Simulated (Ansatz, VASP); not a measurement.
# BaTe in VASP and in Ansatz

```
Ba Te
1.0
     4.55586    0.00000    0.00000
    -2.27793    3.94549    0.00000
     0.00000    0.00000    7.42605
Ba Te
2 2
Direct
  0.33333 0.66667 0.00000
  0.66667 0.33333 0.50000
  0.33333 0.66667 0.37600
  0.66667 0.33333 0.87600
```

Alike in both runs: task relaxation of cell and atoms; functional PBE; k mesh 8 × 8 × 5; occupations fermi-dirac, width 0.08 eV; no spin polarisation.

|  | VASP | Ansatz |
| --- | --- | --- |
| version | VASP 6.6.1 | Ansatz 0.2.0 |
| potentials or method | VASP PAW PBE potentials, release 64 (Ba_sv, Te) | PAW with Ansatz's default frozen-core files, scalar-relativistic |
| plane-wave cutoff (eV) | 600 | 420 |
| valence electrons in the cell | 32 | 52 |

```csv
,VASP,Ansatz,Ansatz less VASP
relaxed volume (Å³/atom),54.64,54.19,-0.459
relaxed cell length with the largest relative difference (Å),7.029,7.000,-0.0285
```

VASP's potentials hold 32 valence electrons a cell and Ansatz's 52, so a difference there can come from the potentials and not from the codes.

Neither program's run includes spin-orbit coupling. Noted on VASP's run: the volume moved by over 15 % at a fixed basis, so the end points are rough.
